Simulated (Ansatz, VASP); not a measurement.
**Two plane-wave programs on Mg**

```
Mg
1.0
     3.19531    0.00000    0.00000
    -1.59766    2.76722    0.00000
     0.00000    0.00000    5.18794
Mg
2
Cartesian
  0.0000 1.8448 1.2970
  1.5977 0.9224 3.8910
```

Alike in both runs: task single point; functional PBE; k mesh 11 × 11 × 6; occupations fermi-dirac, width 1 eV; no spin polarisation.

|  | VASP | Ansatz |
| --- | --- | --- |
| version | VASP 6.6.1 | Ansatz 0.2.0 |
| potentials or method | VASP PAW PBE potentials, release 64 (Mg), cutoff 520 eV | plane waves (420 eV) with PAW, scalar-relativistic |
| valence electrons in the cell | 4 | 20 |

Ansatz gave:

* pressure (GPa): 3.2
* traceless stress, the component that is largest in VASP (GPa): 0.12

Problem. Estimate VASP's values.

Solution. Pressure (GPa): 3.1; traceless stress, the component that is largest in VASP (GPa): 0.12.

VASP's potentials hold 4 valence electrons a cell and Ansatz's 20, so a difference there can come from the potentials and not from the codes.
